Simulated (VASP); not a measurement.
The system is Ta3N.

```
Ta N
1.0
     3.03222    0.00000    0.00000
    -1.51611    2.62598    0.00000
     0.00000    0.00000    7.52414
Ta N
3 1
Cartesian
  1.5161 0.8753 6.2155
  0.0000 1.7507 1.3087
  0.0000 0.0000 3.7621
  0.0000 0.0000 0.0000
```

| Property | Result |
| --- | --- |
| Program | VASP 6.6.1 |
| Task | relaxation of cell and atoms |
| Functional | LDA |
| Potentials or basis | VASP PAW LDA potentials, release 64 (Ta_pv, N) |
| Cutoff | 600 eV |
| k mesh | 7 × 7 × 3 |
| Occupations | fermi-dirac, width 0.05 eV |
| Spin | no spin polarisation |

At the start: pressure -12.3 GPa; volume 14.98 Å³/atom.

**Question.** How do energy, volume and symmetry change on relaxing?

**Answer.** Over 14 steps the energy falls by 30.0 meV/atom and the volume is 14.30 Å³/atom (-4.5 %); space group P-3m1 (No. 164, to 0.05 Å).

The path:
```csv
step,energy change (eV),largest force (eV/Å),pressure (GPa),volume (Å³)
1,0.0000,0.6460,-12.28,59.91
2,0.7714,1.7624,46.04,50.50
3,-0.1175,0.2062,-0.54,57.23
4,-0.1178,0.1814,0.08,57.11
5,-0.1178,0.1702,0.36,57.06
6,-0.1194,0.0174,0.27,57.14
7,-0.1195,0.0120,0.25,57.16
8,-0.1196,0.0202,-0.58,57.33
9,-0.1197,0.0073,-0.25,57.26
10,-0.1199,0.0112,-0.09,57.23
11,-0.1199,0.0126,0.00,57.21
12,-0.1199,0.0131,0.02,57.21
13,-0.1199,0.0130,0.01,57.21
14,-0.1199,0.0023,0.01,57.22
```

Final structure:
```
Ta N
1.0
     2.99156    0.00000    0.00000
    -1.49578    2.59077    0.00000
     0.00000    0.00000    7.38237
Ta N
3 1
Direct
  0.66667 0.33333 0.82854
  0.33333 0.66667 0.17146
  0.00000 0.00000 0.50000
  0.00000 0.00000 0.00000
```
